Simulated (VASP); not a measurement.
# Ta (P6_3/mmc) in VASP: notebook

Ta is run at these levels: revPBE; tasks: single point.

All numbers are computed with VASP 6.6.1; they aren't measurements. Logs are shortened: lines on timing, memory, paths and dates and some standing lists are left out, and cuts for length are marked.

## 1. The cell of the first run

Symmetry: P6_3/mmc, No. 194, hexagonal system. The conventional cell has a = 2.831 Å, b = 2.831 Å, c = 9.654 Å, α = 90.00°, β = 90.00°, γ = 120.00°. Ta (site symmetry -3m) has 12 Ta at 2.83 to 2.91 Å within 3.7 Å. Within 3.7 Å of Ta (site symmetry -6m2) lie 12 Ta at 2.83 to 2.91 Å.

This isn't the form of Ta at room conditions, which is bcc.

## 2. Single point, revPBE (16.75 Å³/atom)

INCAR

```
PREC = Accurate
ENCUT = 520
EDIFF = 1E-6
ISMEAR = -1
SIGMA = 0.1
LREAL = F
LASPH = T
NELM = 100
ALGO = Normal
ISIF = 2
LWAVE = F
LCHARG = T
GGA = RE
LELF = T
LVHAR = T
NBANDS = 30
```

KPOINTS

```
Automatic mesh
0
Gamma
  14 14 4
```

POSCAR

```
Ta
1.0
    2.8307955519      0.0000000000      0.0000000000
   -1.4153977760      2.4515408609      0.0000000000
    0.0000000000      0.0000000000      9.6543186582
Ta
4
Direct
    1.0000000000      1.0000000000      1.0000000000
    1.0000000000      1.0000000000      0.5000000000
    0.3333333333      0.6666666667      0.2500000000
    0.6666666667      0.3333333333      0.7500000000
```

Potentials or basis: VASP PAW PBE potentials, release 64 (Ta_pv).

On the command line:

```bash
> cat potpaw_PBE.64/Ta_pv/POTCAR > POTCAR
> mpirun -np 1 vasp_std > vasp.out
```

OUTCAR:

```text
PREC = Accurate
   ENCUT = 520
   EDIFF = 1E-6
   ISMEAR = -1
   LREAL = F
   LASPH = T
   NELM = 100
   ISIF = 2
   GGA = RE

 ion  position               nearest neighbor table
   1  0.000  0.000  0.000-   3 2.91   4 2.91   4 2.91   3 2.91   4 2.91   3 2.91
   2  0.000  0.000  0.500-   3 2.91   4 2.91   4 2.91   3 2.91   4 2.91   3 2.91
   3  0.333  0.667  0.250-   1 2.91   2 2.91   1 2.91   2 2.91   1 2.91   2 2.91
   4  0.667  0.333  0.750-   1 2.91   2 2.91   1 2.91   2 2.91   1 2.91   2 2.91

  LATTYP: Found a hexagonal cell.
 ALAT       =     2.8307955519
 C/A-ratio  =     3.4104612930

  Lattice vectors:

 A1 = (   2.8307955519,   0.0000000000,   0.0000000000)
 A2 = (  -1.4153977760,   2.4515408609,   0.0000000000)
 A3 = (   0.0000000000,   0.0000000000,   9.6543186582)

Analysis of symmetry for initial positions (statically):
=====================================================================
 Subroutine PRICEL returns:
 Original cell was already a primitive cell.

 Routine SETGRP: Setting up the symmetry group for a
 hexagonal supercell.

 Subroutine GETGRP returns: Found 24 space group operations
 (whereof 12 operations were pure point group operations)
 out of a pool of 24 trial point group operations.

The static configuration has the point symmetry D_3d.
 The point group associated with its full space group is D_6h.

Analysis of symmetry for dynamics (positions and initial velocities):
=====================================================================
 Subroutine PRICEL returns:
 Original cell was already a primitive cell.

 Routine SETGRP: Setting up the symmetry group for a
 hexagonal supercell.

 Subroutine GETGRP returns: Found 24 space group operations
 (whereof 12 operations were pure point group operations)
 out of a pool of 24 trial point group operations.

The dynamic configuration has the point symmetry D_3d.
 The point group associated with its full space group is D_6h.

 Subroutine INISYM returns: Found 24 space group operations
 (whereof 12 operations are pure point group operations),
 and found     1 'primitive' translations

----------------------------------------------------------------------------------------

                                     Primitive cell

  volume of cell :      66.9991

[... 88 lines left out ...]
   LSORBIT =      F    spin-orbit coupling
   LASPH  =      T    aspherical Exc in radial PAW
   ENCUT  =  520.0 eV  38.22 Ry    6.18 a.u.   5.26  5.26 17.95*2*pi/ulx,y,z
   NELM   =    100;   NELMIN=  2; NELMDL= -5     # of ELM steps
   EDIFF  = 0.1E-05   stopping-criterion for ELM
   LREAL  =      F    real-space projection
   EDIFFG = 0.1E-04   stopping-criterion for IOM
   NSW    =      0    number of steps for IOM
   IBRION =     -1    ionic relax: 0-MD 1-quasi-New 2-CG
   NFREE  =      0    steps in history (QN), initial steepest desc. (CG)
   ISIF   =      2    stress and relaxation
   ISYM   =      2    0-nonsym 1-usesym 2-fastsym
   POTIM  = 0.5000    time-step for ionic-motion
   TEBEG  =    0.0;   TEEND  =   0.0 temperature during run
   PSTRESS=    0.0 pullay stress
   NELECT =      44.0000    total number of electrons
   NUPDOWN=      -1.0000    fix difference up-down
   EMIN   =  10.00;   EMAX   =-10.00  energy-range for DOS
   EFERMI =   0.00;   METHOD = LEGACY
   ISMEAR =    -1;   SIGMA  =   0.10  broadening in eV -4-tet -1-fermi 0-gaus
   EFERMI_NEDOS =   21; number of points for ismear=-14 and -15
   IALGO  =     38    algorithm
   IMIX   =      4    mixing-type and parameters
     AMIX     =   0.40;   BMIX     =  1.00
     AMIX_MAG =   1.60;   BMIX_MAG =  1.00
  volume/ion in A,a.u.               =      16.75       113.03
  Fermi-wavevector in a.u.,A,eV,Ry     =   1.422993  2.689066 27.550544  2.024908
  Thomas-Fermi vector in A             =   2.543637
   LORBIT       =      0    0 simple, 1 ext, 2 COOP (PROOUT), +10 PAW based schemes
   GGA     = RE    functional components
   LHFCALC =     F    Hartree Fock is set to
   AEXX    =    0.0000 exact exchange contribution
   IVDW    =     0    specifies the selected vdW correction
   LEPSILON=     F    determine dielectric tensor
   LRPA    =     F    only Hartree local field effects (RPA)
 non-spin polarized calculation
  energy-cutoff  :      520.00
  volume of cell :       67.00
 maximum number of plane-waves:      1820
 NGX is ok and might be reduce to    24
   NGX = 11   NGY = 11   NGZ = 35

 number of electron      43.9999999 magnetization

 Free energy of the ion-electron system (eV)
  ---------------------------------------------------
  ext. energy  EPLUGINS =         0.00000000
  ---------------------------------------------------
  free energy    TOTEN  =       -43.97522209 eV

  energy without entropy =      -43.83741111  energy(sigma->0) =      -43.90631660

 E-fermi :   6.6123     XC(G=0): -12.9553

 val. band max:        6.5994253232   @ k =   0.2857   0.0714   0.0000
 cond. band min:       6.6169535790   @ k =   0.3571   0.0714   0.5000
 fundamental gap:      0.0175282557
 Fermi energy:         6.6123193022

 k-point     1 :       0.0000    0.0000    0.0000
  band No.  band energies     occupation
      1     -28.0409      2.00000
      2     -27.4395      2.00000
      3     -27.3613      2.00000
      4     -26.7578      2.00000
      5     -26.7578      2.00000
      6     -26.7169      2.00000
[... 781 lines left out ...]
     29      11.4259      0.00000
     30      11.9922      0.00000

 [... further k-points ...]

------------------------ aborting loop because EDIFF is reached ----------------------------------------

  FORCE on cell =-STRESS in cart. coord.  units (eV):
  Direction    XX          YY          ZZ          XY          YZ          ZX
  --------------------------------------------------------------------------------------
  -------------------------------------------------------------------------------------
  Total       12.4899332     12.4899332     12.8198153     -0.0000000     -0.0000000     -0.0000000
  in kB      298.6767578    298.6767578    306.5653587     -0.0000000     -0.0000000     -0.0000000
  external PRESSURE =     301.3062914 kB  Pullay stress =       0.0000000 kB

 VOLUME and BASIS-vectors are now :
 -----------------------------------------------------------------------------
  energy-cutoff  :      520.00
  volume of cell :       67.00
      direct lattice vectors                 reciprocal lattice vectors
     2.830795552  0.000000000  0.000000000     0.353257585  0.203953362  0.000000000
    -1.415397776  2.451540861  0.000000000     0.000000000  0.407906723  0.000000000
     0.000000000  0.000000000  9.654318658     0.000000000  0.000000000  0.103580588

 POSITION                                       TOTAL-FORCE (eV/Angst)
 -----------------------------------------------------------------------------------
      0.00000      0.00000      0.00000        -0.000000      0.000000      0.000000
      0.00000      0.00000      4.82716        -0.000000      0.000000      0.000000
     -0.00000      1.63436      2.41358         0.000000     -0.000000     -0.000000
      1.41540      0.81718      7.24074         0.000000      0.000000      0.000000
 -----------------------------------------------------------------------------------
    total drift:                               -0.000000      0.000000      0.000000

  FREE ENERGIE OF THE ION-ELECTRON SYSTEM (eV)
  ---------------------------------------------------
  free  energy   TOTEN  =       -43.9752220896 eV

  energy  without entropy=      -43.8374111123  energy(sigma->0) =      -43.90631660
```

OSZICAR:

```text
N       E                     dE             d eps       ncg     rms          rms(c)
DAV:   1     0.424613246677E+03    0.42461E+03   -0.24439E+04  4328   0.155E+03
DAV:   2    -0.297091594447E+02   -0.45432E+03   -0.44311E+03  4816   0.457E+02
DAV:   3    -0.452687269737E+02   -0.15560E+02   -0.15005E+02  5434   0.773E+01
DAV:   4    -0.455362169338E+02   -0.26749E+00   -0.26517E+00  5092   0.933E+00
DAV:   5    -0.455418337402E+02   -0.56168E-02   -0.56129E-02  5302   0.110E+00    0.298E+01
DAV:   6    -0.443840193084E+02    0.11578E+01   -0.12104E+00  4918   0.855E+00    0.153E+01
DAV:   7    -0.439994418108E+02    0.38458E+00   -0.14010E+00  4974   0.879E+00    0.925E-01
DAV:   8    -0.439782791908E+02    0.21163E-01   -0.13928E-01  5452   0.314E+00    0.550E-01
DAV:   9    -0.439752748356E+02    0.30044E-02   -0.18413E-02  4976   0.103E+00    0.203E-01
DAV:  10    -0.439752555470E+02    0.19289E-04   -0.61442E-04  5228   0.174E-01    0.858E-02
DAV:  11    -0.439752341084E+02    0.21439E-04   -0.13806E-04  5122   0.889E-02    0.480E-02
DAV:  12    -0.439752229069E+02    0.11201E-04   -0.20245E-05  5036   0.326E-02    0.746E-03
DAV:  13    -0.439752220896E+02    0.81731E-06   -0.62192E-07  3148   0.697E-03
   1 F= -.43975222E+02 E0= -.43906317E+02  d E =-.137811E+00
```

stdout:

```text
POSCAR found type information on POSCAR Ta
 POSCAR found :  1 types and       4 ions
 scaLAPACK will be used
 -----------------------------------------------------------------------------
|                                                                             |
|                                                                             |
|     You enforced a specific xc type in the INCAR file but a different       |
|     I HOPE YOU KNOW WHAT YOU ARE DOING!                                     |
|                                                                             |
 -----------------------------------------------------------------------------

 LDA part: xc-table for (Slater+PW92), standard interpolation
 POSCAR, INCAR and KPOINTS ok, starting setup
 FFT: planning ... GRIDC
 FFT: planning ... GRID_SOFT
 FFT: planning ... GRID
 WAVECAR not read
 entering main loop
```

Wall time 62 s (1 thread of Intel Xeon 6975P-C (Granite Rapids), shared host); peak memory 0.25 GiB.

What came out:

```yaml
Free_energy: -43.9752 eV
Pressure: 30.1 GPa
Band_gap_on_the_k_mesh: zero (bands 22 and 23 overlap by 1.14 eV)
```

Caveat: the cell stands under pressure; the PAW data sets were made with another functional, which shifts forces and pressure a little; spin-orbit coupling is left out, which moves the levels of the heavy elements.

## 3. Single point, revPBE (17.51 Å³/atom)

This run uses another cell than the first one, of 17.51 Å³/atom.

INCAR

```
SYSTEM = Ta
ALGO = Normal
EDIFF = 1E-7
ENCUT = 520
GGA = RE
ISIF = 2
ISMEAR = -1
LASPH = .True.
LCHARG = .False.
LREAL = .False.
LWAVE = .False.
NBANDS = 30
NELM = 60
PREC = Accurate
SIGMA = 0.1
```

KPOINTS

```
k-points
0
Gamma
  14 14 4
  0 0 0
```

POSCAR

```
Ta
1.0
    2.8730524617      0.0000000000      0.0000000000
   -1.4365262309      2.4881364182      0.0000000000
    0.0000000000      0.0000000000      9.7984342135
Ta
4
Direct
    1.0000000000      1.0000000000      1.0000000000
    1.0000000000      1.0000000000      0.5000000000
    0.3333333333      0.6666666667      0.2500000000
    0.6666666667      0.3333333333      0.7500000000
```

Potentials or basis: VASP PAW PBE potentials, release 64 (Ta_pv).

On the command line:

```bash
> cat potpaw_PBE.64/Ta_pv/POTCAR > POTCAR
> mpirun -np 1 vasp_std > vasp.out
```

Run time: 72 s. Hardware: 1 thread of Intel Xeon 6975P-C (Granite Rapids), shared host; peak memory 0.26 GiB.

It converged, with:

```yaml
Free_energy: -44.4313 eV
Pressure: 18.1 GPa
Band_gap_on_the_k_mesh: zero (bands 22 and 23 overlap by 1.08 eV)
```

Stress tensor (GPa, compression positive):
```
18.05  0.00  0.00
 0.00 18.05  0.00
 0.00  0.00 18.30
```

Levels at points of the mesh, in eV from the Fermi level:
| k point | band 20 | band 21 | band 22 | band 23 | band 24 | band 25 |
| --- | --- | --- | --- | --- | --- | --- |
| (0.00, 0.00, 0.00) | 0.35 | 0.35 | 0.45 | 0.45 | 0.46 | 0.90 |
| (0.50, 0.00, 0.00) | -1.15 | -0.44 | 0.51 | 0.61 | 1.77 | 2.55 |
| (0.00, 0.00, 0.50) | -0.43 | 0.48 | 0.48 | 0.48 | 0.48 | 0.84 |
| (0.50, 0.00, 0.50) | -1.10 | 0.48 | 0.48 | 1.05 | 1.05 | 1.48 |

Caveat: the cell stands under pressure; the PAW data sets were made with another functional, which shifts forces and pressure a little; spin-orbit coupling is left out, which moves the levels of the heavy elements.

## 4. Single point, revPBE (18.27 Å³/atom)

This run uses another cell than the first one, of 18.27 Å³/atom.

INCAR

```
  ALGO = Normal
  EDIFF = 1E-7
  ENCUT = 520
  GGA = RE
  ISIF = 2
  ISMEAR = -1
  LASPH = T
  LCHARG = T
  LELF = T
  LREAL = F
  LVHAR = T
  LWAVE = F
  NBANDS = 30
  NELM = 60
  PREC = Accurate
  SIGMA = 0.1
```

KPOINTS

```
k-points
0
Gamma
  14 14 4
```

POSCAR

```
Ta
1.0
    2.9141016143      0.0000000000      0.0000000000
   -1.4570508072      2.5236860272      0.0000000000
    0.0000000000      0.0000000000      9.9384307594
Ta
4
Direct
    1.0000000000      1.0000000000      1.0000000000
    1.0000000000      1.0000000000      0.5000000000
    0.3333333333      0.6666666667      0.2500000000
    0.6666666667      0.3333333333      0.7500000000
```

On the command line:

```bash
> cat potpaw_PBE.64/Ta_pv/POTCAR > POTCAR
> mpirun -np 1 vasp_std > vasp.out
```

It took 82 s on 1 thread of Intel Xeon 6975P-C (Granite Rapids), shared host; peak memory 0.27 GiB.

It converged, with:

| Property | Result |
| --- | --- |
| Free energy | -44.6798 eV |
| Pressure | 8.2 GPa |
| Band gap on the k mesh | zero (bands 22 and 23 overlap by 1.05 eV) |

Levels at points of the mesh, in eV from the Fermi level:
```csv
k point,band 19,band 20,band 21,band 22,band 23,band 24,band 25,band 26
"(0.00, 0.00, 0.00)",-0.10,0.31,0.38,0.38,0.47,0.47,0.90,0.90
"(0.50, 0.00, 0.00)",-2.19,-1.06,-0.48,0.54,0.57,1.58,2.37,2.47
"(0.00, 0.00, 0.50)",-0.46,-0.46,0.50,0.50,0.50,0.50,0.84,0.84
"(0.50, 0.00, 0.50)",-1.03,-1.03,0.38,0.38,1.05,1.05,1.35,1.35
```

Caveat: the cell stands under pressure; the PAW data sets were made with another functional, which shifts forces and pressure a little; spin-orbit coupling is left out, which moves the levels of the heavy elements.

## 5. The runs side by side

| cell | gap on the mesh (eV) | pressure (GPa) |
| --- | --- | --- |
| a = 2.831, b = 2.831, c = 9.654 Å, angles 90.0, 90.0, 120.0°, 4 atoms | none | 30.1 |
| a = 2.873, b = 2.873, c = 9.798 Å, angles 90.0, 90.0, 120.0°, 4 atoms | none | 18.1 |
| a = 2.914, b = 2.914, c = 9.938 Å, angles 90.0, 90.0, 120.0°, 4 atoms | none | 8.2 |

Alike in all rows: task single point; level revPBE; potentials or basis VASP PAW PBE potentials, release 64 (Ta_pv); no spin polarisation; k mesh 14 × 14 × 4; cutoff (eV) 520; smearing fermi-dirac 0.1 eV.

Caveats: the cell stands under pressure; the PAW data sets were made with another functional, which shifts forces and pressure a little; spin-orbit coupling is left out, which moves the levels of the heavy elements.

Absolute energies hang on the potentials; compare differences alone.

The gap in the log of VASP goes by the Fermi energy; the results here count the filled bands.